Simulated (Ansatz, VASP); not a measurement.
# One calculation of ZrS, two programs

```
Zr S
1.0
     0.00000    2.61246    2.53409
     2.61246    0.00000    2.53409
     2.61246    2.61246    0.00000
Zr S
1 1
Direct
  0.00000 0.00000 0.00000
  0.50000 0.50000 0.50000
```

Change from the starting cell: strain +0.000 along x and y, -0.030 along z, atoms carried along.

Alike in both runs: task single point; functional r2SCAN; k mesh 20 × 20 × 20; occupations gaussian, width 0.15 eV; no spin polarisation.

|  | VASP | Ansatz |
| --- | --- | --- |
| version | VASP 6.6.1 | Ansatz 0.2.0 |
| potentials or method | VASP PAW PBE potentials, release 64 (Zr_sv, S), cutoff 520 eV | scalar-relativistic, plane waves, PAW |
| valence electrons in the cell | 18 | 18 |

|  | VASP | Ansatz | Ansatz less VASP |
| --- | --- | --- | --- |
| gap on the k mesh at the Fermi level (eV) | none | none | - |
| pressure (GPa) | 4.9 | 4.9 | 0.00 |
| traceless stress, the component that is largest in VASP (GPa) | 7.14 | 7.13 | -0.018 |

VASP's potentials were made for PBE, not for r2SCAN. A gap of «none» marks a metal or a gap that the smearing closes. With one functional, cell and mesh, what is left measures potentials, basis and numerics.
